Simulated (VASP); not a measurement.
# In (Im-3m) in VASP: notebook

In is run at these levels: r2SCAN, revPBE, BLYP, LDA; tasks: single point, relaxation of cell and atoms.

All numbers are computed with VASP 6.6.1; they aren't measurements. Logs are shortened: lines on timing, memory, paths and dates and some standing lists are left out, and cuts for length are marked.

## 1. The cell of the first run

It takes space group Im-3m (No. 229, cubic). The conventional cell has a = 3.815 Å, b = 3.815 Å, c = 3.815 Å, α = 90.00°, β = 90.00°, γ = 90.00°. Within 4.3 Å of In (site symmetry m-3m) lie 14 In at 3.30 to 3.81 Å.

## 2. Single point, r2SCAN

Input file POSCAR:

```
In
1.0
   -1.9072981498      1.9072981498      1.9072981498
    1.9072981498     -1.9072981498      1.9072981498
    1.9072981498      1.9072981498     -1.9072981498
In
1
Direct
    0.0000000000      0.0000000000      0.0000000000
```

Input file INCAR.step1:

```
PREC     = Accurate       # precision mode
ENCUT    = 520            # plane-wave cutoff, eV
ISMEAR   = -1             # smearing method
SIGMA    = 0.05           # smearing width, eV
LREAL    = False          # projectors in reciprocal space
LASPH    = True           # aspherical terms in the spheres
NELM     = 60             # most SCF steps
NBANDS   = 12             # bands
GGA      = PE             # functional
ALGO     = Normal         # electronic algorithm
EDIFF    = 1E-4           # SCF threshold, eV
LWAVE    = True           # write WAVECAR
LCHARG   = False          # write CHGCAR
```

Input file INCAR.step2:

```
PREC     = Accurate       # precision mode
ENCUT    = 520            # plane-wave cutoff, eV
EDIFF    = 1E-7           # SCF threshold, eV
ISMEAR   = -1             # smearing method
SIGMA    = 0.05           # smearing width, eV
LREAL    = False          # projectors in reciprocal space
LASPH    = True           # aspherical terms in the spheres
NELM     = 60             # most SCF steps
ALGO     = Normal         # electronic algorithm
ISIF     = 2              # what is computed and relaxed
LWAVE    = False          # write WAVECAR
LCHARG   = False          # write CHGCAR
METAGGA  = R2SCAN         # meta-GGA
LMIXTAU  = True         
NBANDS   = 12             # bands
ISTART   = 1
```

Input file KPOINTS:

```
regular mesh
0
Gamma
  10 10 10
```

Potentials or basis: VASP PAW PBE potentials, release 64 (In_d).

Launch:

```
$ cat potpaw_PBE.64/In_d/POTCAR > POTCAR
$ cp INCAR.step1 INCAR
$ mpirun -np 1 vasp_std > vasp.out
$ cp INCAR.step2 INCAR
$ mpirun -np 1 vasp_std > vasp.out
```

OUTCAR:

```text
PREC = Accurate
   ENCUT = 520
   EDIFF = 1E-7
   ISMEAR = -1
   LREAL = False
   LASPH = True
   NELM = 60
   ISIF = 2
   METAGGA = R2SCAN
   ISTART = 1

 ion  position               nearest neighbor table
   1  0.000  0.000  0.000-

  LATTYP: Found a body centered cubic cell.
 ALAT       =     3.8145962996

  Lattice vectors:

 A1 = (  -1.9072981498,   1.9072981498,   1.9072981498)
 A2 = (   1.9072981498,  -1.9072981498,   1.9072981498)
 A3 = (   1.9072981498,   1.9072981498,  -1.9072981498)

Analysis of symmetry for initial positions (statically):
=====================================================================
 Subroutine PRICEL returns:
 Original cell was already a primitive cell.

 Routine SETGRP: Setting up the symmetry group for a
 body centered cubic supercell.

 Subroutine GETGRP returns: Found 48 space group operations
 (whereof 48 operations were pure point group operations)
 out of a pool of 48 trial point group operations.

The static configuration has the point symmetry O_h .

Analysis of symmetry for dynamics (positions and initial velocities):
=====================================================================
 Subroutine PRICEL returns:
 Original cell was already a primitive cell.

 Routine SETGRP: Setting up the symmetry group for a
 body centered cubic supercell.

 Subroutine GETGRP returns: Found 48 space group operations
 (whereof 48 operations were pure point group operations)
 out of a pool of 48 trial point group operations.

The dynamic configuration has the point symmetry O_h .

 Subroutine INISYM returns: Found 48 space group operations
 (whereof 48 operations are pure point group operations),
 and found     1 'primitive' translations

----------------------------------------------------------------------------------------

                                     Primitive cell

  volume of cell :      27.7534

  direct lattice vectors                    reciprocal lattice vectors
    -1.907298150  1.907298150  1.907298150     0.000000000  0.262150939  0.262150939
     1.907298150 -1.907298150  1.907298150     0.262150939  0.000000000  0.262150939
     1.907298150  1.907298150 -1.907298150     0.262150939  0.262150939  0.000000000

  length of vectors
     3.303537301  3.303537301  3.303537301     0.370737413  0.370737413  0.370737413

[... 77 lines left out ...]
   NELM   =     60;   NELMIN=  2; NELMDL=  0     # of ELM steps
   EDIFF  = 0.1E-06   stopping-criterion for ELM
   LREAL  =      F    real-space projection
   EDIFFG = 0.1E-05   stopping-criterion for IOM
   NSW    =      0    number of steps for IOM
   IBRION =     -1    ionic relax: 0-MD 1-quasi-New 2-CG
   NFREE  =      0    steps in history (QN), initial steepest desc. (CG)
   ISIF   =      2    stress and relaxation
   ISYM   =      2    0-nonsym 1-usesym 2-fastsym
   POTIM  = 0.5000    time-step for ionic-motion
   TEBEG  =    0.0;   TEEND  =   0.0 temperature during run
   PSTRESS=    0.0 pullay stress
   NELECT =      13.0000    total number of electrons
   NUPDOWN=      -1.0000    fix difference up-down
   EMIN   =  10.00;   EMAX   =-10.00  energy-range for DOS
   EFERMI =   0.00;   METHOD = LEGACY
   ISMEAR =    -1;   SIGMA  =   0.05  broadening in eV -4-tet -1-fermi 0-gaus
   EFERMI_NEDOS =   21; number of points for ismear=-14 and -15
   IALGO  =     38    algorithm
   IMIX   =      4    mixing-type and parameters
     AMIX     =   0.40;   BMIX     =  1.00
     AMIX_MAG =   1.60;   BMIX_MAG =  1.00
  volume/ion in A,a.u.               =      27.75       187.29
  Fermi-wavevector in a.u.,A,eV,Ry     =   1.271405  2.402608 21.993430  1.616472
  Thomas-Fermi vector in A             =   2.404340
   LORBIT       =      0    0 simple, 1 ext, 2 COOP (PROOUT), +10 PAW based schemes
   METAGGA = R2SCAN    functional components
   LHFCALC =     F    Hartree Fock is set to
   AEXX    =    0.0000 exact exchange contribution
   IVDW    =     0    specifies the selected vdW correction
   LEPSILON=     F    determine dielectric tensor
   LRPA    =     F    only Hartree local field effects (RPA)
 non-spin polarized calculation
  energy-cutoff  :      520.00
  volume of cell :       27.75
 maximum number of plane-waves:       767
 NGX is ok and might be reduce to    28
   NGX = 13   NGY = 13   NGZ = 13

 number of electron      13.0000004 magnetization

 Free energy of the ion-electron system (eV)
  ---------------------------------------------------
  ext. energy  EPLUGINS =         0.00000000
  ---------------------------------------------------
  free energy    TOTEN  =       -22.55315855 eV

  energy without entropy =      -22.54772138  energy(sigma->0) =      -22.55043997

 E-fermi :   6.7705     XC(G=0): -10.7593

 val. band max:        6.7515073474   @ k =   0.2000   0.2000   0.2000
 cond. band min:       6.7913785523   @ k =  -0.3000   0.5000   0.1000
 fundamental gap:      0.0398712049
 Fermi energy:         6.7704684496

 k-point     1 :       0.0000    0.0000    0.0000
  band No.  band energies     occupation
      1      -8.3846      2.00000
      2      -8.3846      2.00000
      3      -8.3846      2.00000
      4      -8.1286      2.00000
      5      -8.1286      2.00000
      6      -2.7748      2.00000
      7      17.9039      0.00000
      8      17.9039      0.00000
      9      17.9039      0.00000
     10      20.4325      0.00000
     11      20.4325      0.00000
     12      20.4325      0.00000
[... 331 lines left out ...]
 k-point    24 :      -0.3000    0.3000    0.1000
  band No.  band energies     occupation
      1      -8.4100      2.00000
      2      -8.3477      2.00000
      3      -8.1943      2.00000
      4      -8.1436      2.00000
      5      -8.1253      2.00000
      6      -0.4066      2.00000
      7       9.1267      0.00000
      8      12.9869      0.00000
      9      14.3143      0.00000
     10      18.0466      0.00000
     11      18.9099      0.00000
     12      19.9123      0.00000

 [... further k-points ...]
[... 5 lines left out ...]
  --------------------------------------------------------------------------------------
  -------------------------------------------------------------------------------------
  Total       -0.2555793     -0.2555793     -0.2555793      0.0000000     -0.0000000      0.0000000
  in kB      -14.7543644    -14.7543644    -14.7543644      0.0000000     -0.0000000      0.0000000
  external PRESSURE =     -14.7543644 kB  Pullay stress =       0.0000000 kB

 VOLUME and BASIS-vectors are now :
 -----------------------------------------------------------------------------
  energy-cutoff  :      520.00
  volume of cell :       27.75
      direct lattice vectors                 reciprocal lattice vectors
    -1.907298150  1.907298150  1.907298150     0.000000000  0.262150939  0.262150939
     1.907298150 -1.907298150  1.907298150     0.262150939  0.000000000  0.262150939
     1.907298150  1.907298150 -1.907298150     0.262150939  0.262150939  0.000000000

 POSITION                                       TOTAL-FORCE (eV/Angst)
 -----------------------------------------------------------------------------------
      0.00000      0.00000      0.00000         0.000000      0.000000      0.000000
 -----------------------------------------------------------------------------------
    total drift:                               -0.000000     -0.000000     -0.000000

  FREE ENERGIE OF THE ION-ELECTRON SYSTEM (eV)
  ---------------------------------------------------
  free  energy   TOTEN  =       -22.5531585461 eV

  energy  without entropy=      -22.5477213848  energy(sigma->0) =      -22.55043997
```

OUTCAR.step1:

```text
PREC = Accurate
   ENCUT = 520
   ISMEAR = -1
   LREAL = False
   LASPH = True
   NELM = 60
[... 575 lines left out ...]
 POSITION                                       TOTAL-FORCE (eV/Angst)
 -----------------------------------------------------------------------------------
      0.00000      0.00000      0.00000         0.000000     -0.000000     -0.000000
 -----------------------------------------------------------------------------------
    total drift:                               -0.000000     -0.000000     -0.000000

  FREE ENERGIE OF THE ION-ELECTRON SYSTEM (eV)
  ---------------------------------------------------
  free  energy   TOTEN  =        -2.5572780026 eV

  energy  without entropy=       -2.5521165019  energy(sigma->0) =       -2.55469725
```

It took 2 min on 1 thread of Intel Xeon 8259CL, shared host; peak memory 0.17 GiB.

What came out:

```
Free energy : -22.5532 eV
Pressure    : -1.5 GPa
```

Caveat: the PAW data sets were made with another functional, which shifts forces and pressure a little; spin-orbit coupling is left out, which moves the levels of the heavy elements.

## 3. Relaxation of cell and atoms, revPBE

This run uses another cell than the first one, of 26.69 Å³/atom, 0.962 times its volume.

Input file INCAR:

```
PREC = Accurate
ENCUT = 600
EDIFF = 1E-6
ISMEAR = -1
SIGMA = 0.05
LREAL = F
LASPH = T
NELM = 80
ALGO = Normal
ISIF = 3
LWAVE = F
LCHARG = F
GGA = RE
IBRION = 2
NSW = 60
EDIFFG = -0.01
```

Input file KPOINTS:

```
Automatic mesh
0
Gamma
  10 10 10
```

Input file POSCAR:

```
In
1.0
   -1.8825252400      1.8825252400      1.8825252400
    1.8825252400     -1.8825252400      1.8825252400
    1.8825252400      1.8825252400     -1.8825252400
In
1
Direct
    0.0000000000      0.0000000000      0.0000000000
```

Potentials or basis: VASP PAW PBE potentials, release 64 (In_d).

Launch:

```
$ cat potpaw_PBE.64/In_d/POTCAR > POTCAR
$ mpirun -np 1 vasp_std > vasp.out
```

OUTCAR:

```text
PREC = Accurate
   ENCUT = 600
   EDIFF = 1E-6
   ISMEAR = -1
   LREAL = F
   LASPH = T
   NELM = 80
   ISIF = 3
   GGA = RE
   IBRION = 2
   NSW = 60
   EDIFFG = -0.01

 ion  position               nearest neighbor table
   1  0.000  0.000  0.000-

  LATTYP: Found a body centered cubic cell.
 ALAT       =     3.7650504800

  Lattice vectors:

 A1 = (  -1.8825252400,   1.8825252400,   1.8825252400)
 A2 = (   1.8825252400,  -1.8825252400,   1.8825252400)
 A3 = (   1.8825252400,   1.8825252400,  -1.8825252400)

Analysis of symmetry for initial positions (statically):
=====================================================================
 Subroutine PRICEL returns:
 Original cell was already a primitive cell.

 Routine SETGRP: Setting up the symmetry group for a
[... 175 lines left out ...]

 k-point     1 :       0.0000    0.0000    0.0000
  band No.  band energies     occupation
      1      -7.3031      2.00000
      2      -7.3031      2.00000
      3      -7.3031      2.00000
      4      -7.0407      2.00000
      5      -7.0407      2.00000
      6      -1.9968      2.00000
      7      18.3521      0.00000
      8      18.3521      0.00000
      9      18.3521      0.00000
     10      20.3075      0.00000
[... 438 lines left out ...]
--------------------------------------- Ionic step        5  -------------------------------------------

 number of electron      13.0000006 magnetization

 Free energy of the ion-electron system (eV)
  ---------------------------------------------------
  ext. energy  EPLUGINS =         0.00000000
  ---------------------------------------------------
  free energy    TOTEN  =        -2.25869571 eV

  energy without entropy =       -2.25386598  energy(sigma->0) =       -2.25628085

 E-fermi :   6.5392     XC(G=0):  -9.7435

 val. band max:        6.5302519190   @ k =  -0.3000   0.5000   0.1000
 cond. band min:       6.5583750731   @ k =  -0.4000   0.4000   0.2000
 fundamental gap:      0.0281231541
 Fermi energy:         6.5391551259

 k-point     1 :       0.0000    0.0000    0.0000
  band No.  band energies     occupation
      1      -8.0289      2.00000
      2      -8.0289      2.00000
      3      -8.0289      2.00000
      4      -7.8128      2.00000
      5      -7.8128      2.00000
      6      -2.3066      2.00000
      7      16.7701      0.00000
      8      16.7701      0.00000
      9      16.7701      0.00000
     10      19.2754      0.00000
[... 327 lines left out ...]
  FREE ENERGIE OF THE ION-ELECTRON SYSTEM (eV)
  ---------------------------------------------------
  free  energy   TOTEN  =        -2.2586957143 eV

  energy  without entropy=       -2.2538659836  energy(sigma->0) =       -2.25628085

 reached required accuracy - stopping structural energy minimisation
```

OSZICAR:

```text
N       E                     dE             d eps       ncg     rms          rms(c)
DAV:   1     0.752845126381E+02    0.75285E+02   -0.70413E+03   942   0.179E+03
[... 39 lines left out ...]
DAV:   2    -0.226119384415E+01    0.18165E-01   -0.40134E-02  1056   0.465E+00    0.302E-01
DAV:   3    -0.225877196635E+01    0.24219E-02   -0.82379E-03  1192   0.203E+00    0.149E-01
DAV:   4    -0.225870135691E+01    0.70609E-04   -0.15153E-04   986   0.126E-01    0.806E-02
DAV:   5    -0.225868894177E+01    0.12415E-04   -0.51695E-05   982   0.523E-02    0.257E-02
DAV:   6    -0.225869697441E+01   -0.80326E-05   -0.12679E-05  1048   0.277E-02    0.647E-03
DAV:   7    -0.225869596936E+01    0.10051E-05   -0.35046E-07   566   0.477E-03    0.208E-03
DAV:   8    -0.225869571430E+01    0.25506E-06   -0.73730E-08   526   0.347E-03
   5 F= -.22586957E+01 E0= -.22562808E+01  d E =-.162268E-01
```

It took 72 s on 1 thread of Intel Xeon 8259CL, shared host; peak memory 0.17 GiB.

Results:

| Item | Value |
| --- | --- |
| Free energy | -2.2587 eV |
| Relaxed volume | 28.75 Å³/atom |
| Relaxed cell | a = 3.342 Å, b = 3.342 Å, c = 3.342 Å, α = 109.47°, β = 109.47°, γ = 109.47° |
| Space group after relaxing (to 0.05 Å) | Im-3m (No. 229) |
| Energy gained by relaxing | 16.2 meV/atom |
| Ionic steps | 5 |
| Pressure after relaxing | 0.0 GPa |

The path:
| step | energy change (eV) | largest force (eV/Å) | pressure (GPa) | volume (Å³) |
| --- | --- | --- | --- | --- |
| 1 | 0.0000 | 0.0000 | 2.67 | 26.69 |
| 2 | -0.0159 | 0.0000 | 0.27 | 28.44 |
| 3 | -0.0162 | 0.0000 | 0.10 | 28.65 |
| 4 | -0.0159 | 0.0000 | -0.35 | 29.08 |
| 5 | -0.0162 | 0.0000 | 0.01 | 28.75 |

Final structure:
```yaml
crystal:
  lattice:
    - [-1.92976, 1.92976, 1.92976]
    - [1.92976, -1.92976, 1.92976]
    - [1.92976, 1.92976, -1.92976]
  atoms:
    - { symbol: In, position: [0.00000, 0.00000, 0.00000] }
```

Caveat: the PAW data sets were made with another functional, which shifts forces and pressure a little; spin-orbit coupling is left out, which moves the levels of the heavy elements.

## 4. Relaxation of cell and atoms, BLYP

This run uses another cell than the first one, of 26.69 Å³/atom, 0.962 times its volume.

Input file INCAR:

```
SYSTEM = In
  PREC = Accurate
  ENCUT = 600
  EDIFF = 1E-6
  ISMEAR = -1
  SIGMA = 0.05
  LREAL = .FALSE.
  LASPH = .TRUE.
  NELM = 80
  ALGO = Fast
  ISIF = 3
  LWAVE = .FALSE.
  LCHARG = .FALSE.
  GGA = B5
  ALDAX = 1.0
  AGGAX = 1.0
  AGGAC = 1.0
  ALDAC = 0.0
  IBRION = 2
  NSW = 60
  EDIFFG = -0.01
```

Input file KPOINTS:

```
regular mesh
0
G
  10 10 10
  0 0 0
```

POSCAR is that of step 3.

Launch:

```
$ cat potpaw_PBE.64/In_d/POTCAR > POTCAR
$ mpirun -np 1 vasp_std > vasp.out
```

Run time: 3.4 min. Hardware: 1 thread of Intel Xeon 8259CL, shared host; peak memory 0.17 GiB.

It converged, with:

- Free energy: -1.8690 eV
- Relaxed volume: 31.36 Å³/atom
- Relaxed cell: a = 3.441 Å, b = 3.441 Å, c = 3.441 Å, α = 109.47°, β = 109.47°, γ = 109.47°
- Space group after relaxing (to 0.05 Å): Im-3m (No. 229)
- Energy gained by relaxing: 69.6 meV/atom
- Ionic steps: 6
- Pressure after relaxing: 0.0 GPa

Step by step:
| step | energy change (eV) | largest force (eV/Å) | pressure (GPa) | volume (Å³) |
| --- | --- | --- | --- | --- |
| 1 | 0.0000 | 0.0000 | 6.16 | 26.69 |
| 2 | -0.0690 | 0.0000 | 0.40 | 30.85 |
| 3 | -0.0686 | 0.0000 | -0.52 | 32.08 |
| 4 | -0.0697 | 0.0000 | 0.07 | 31.37 |
| 5 | -0.0696 | 0.0000 | -0.12 | 31.47 |
| 6 | -0.0696 | 0.0000 | 0.01 | 31.36 |

Final structure:
```
In
1.0
    -1.98664    1.98664    1.98664
     1.98664   -1.98664    1.98664
     1.98664    1.98664   -1.98664
In
1
Direct
  0.00000 0.00000 0.00000
```

Levels at points of the mesh, in eV from the Fermi level:
| k point | band 3 | band 4 | band 5 | band 6 | band 7 | band 8 | band 9 | band 10 |
| --- | --- | --- | --- | --- | --- | --- | --- | --- |
| (0.00, 0.00, 0.00) | -14.49 | -14.32 | -14.32 | -8.32 | 9.05 | 9.05 | 9.05 | 12.83 |
| (0.50, 0.00, 0.00) | -14.33 | -14.32 | -14.21 | -3.96 | -2.30 | 5.04 | 6.70 | 9.20 |
| (0.50, 0.50, 0.50) | -14.24 | -14.24 | -14.24 | -0.36 | 1.30 | 1.30 | 1.30 | 5.45 |

Caveat: the volume moved by over 15 % at a fixed basis, so the end points are rough; the PAW data sets were made with another functional, which shifts forces and pressure a little; spin-orbit coupling is left out, which moves the levels of the heavy elements.

## 5. Single point, LDA, non-collinear spin, zero start, spin-orbit coupling

This run uses another cell than the first one, of 26.69 Å³/atom, 0.962 times its volume.

Input file INCAR:

```
PREC = Accurate ; ENCUT = 520
EDIFF = 1E-7 ; ISMEAR = -1
SIGMA = 0.05 ; LREAL = F
LASPH = T ; NELM = 150
ALGO = Fast ; ISIF = 2
LWAVE = F ; LCHARG = T
MAGMOM = 0 0 0 ; LORBIT = 11
LSORBIT = T ; GGA_COMPAT = F
LORBMOM = T ; GGA = CA
LVHAR = T ; NBANDS = 24
```

Input file KPOINTS:

```
Automatic mesh
0
Gamma
  7 7 7
```

POSCAR is that of step 4.

Potentials or basis: VASP PAW LDA potentials, release 64 (In_d).

Launch:

```
$ cat potpaw_LDA.64/In_d/POTCAR > POTCAR
$ mpirun -np 1 vasp_ncl > vasp.out
```

Run time: 52 s. Hardware: 1 thread of Intel Xeon 8259CL, shared host; peak memory 0.18 GiB.

Results (log left out):

```
Free energy                                           : -3.2048 eV
Pressure                                              : -2.9 GPa
Net moment                                            : 0.00 μB per cell
Valence electrons inside the program's atomic spheres : In 11.35
```

Moments on the atoms (μB; x, y, z):
```
In  0.00 0.00 0.00
```

## 6. Overview

```csv
task,level,potentials or basis,spin,cell,k mesh,cutoff (eV),gap on the mesh (eV),pressure (GPa),relaxed volume (Å³/atom)
single point,r2SCAN,"VASP PAW PBE potentials, release 64 (In_d)",off,"a = 3.304 Å, angles 109.5°, 1 atom",10 × 10 × 10,520,none,-1.5,-
relaxation of cell and atoms,revPBE,"VASP PAW PBE potentials, release 64 (In_d)",off,"relaxed from a = 3.261 Å, angles 109.5°, 1 atom",10 × 10 × 10,600,none,0.0,28.75
relaxation of cell and atoms,BLYP,"VASP PAW PBE potentials, release 64 (In_d)",off,"relaxed from a = 3.261 Å, angles 109.5°, 1 atom",10 × 10 × 10,600,none,0.0,31.36
single point,LDA,"VASP PAW LDA potentials, release 64 (In_d)","non-collinear, zero start, SOC","a = 3.261 Å, angles 109.5°, 1 atom",7 × 7 × 7,520,-,-2.9,-
```

Alike in all rows: smearing fermi-dirac 0.05 eV.

Caveats: the PAW data sets were made with another functional, which shifts forces and pressure a little (some runs); spin-orbit coupling is left out, which moves the levels of the heavy elements (some runs); the volume moved by over 15 % at a fixed basis, so the end points are rough (some runs).

Absolute energies hang on the potentials; compare differences alone.
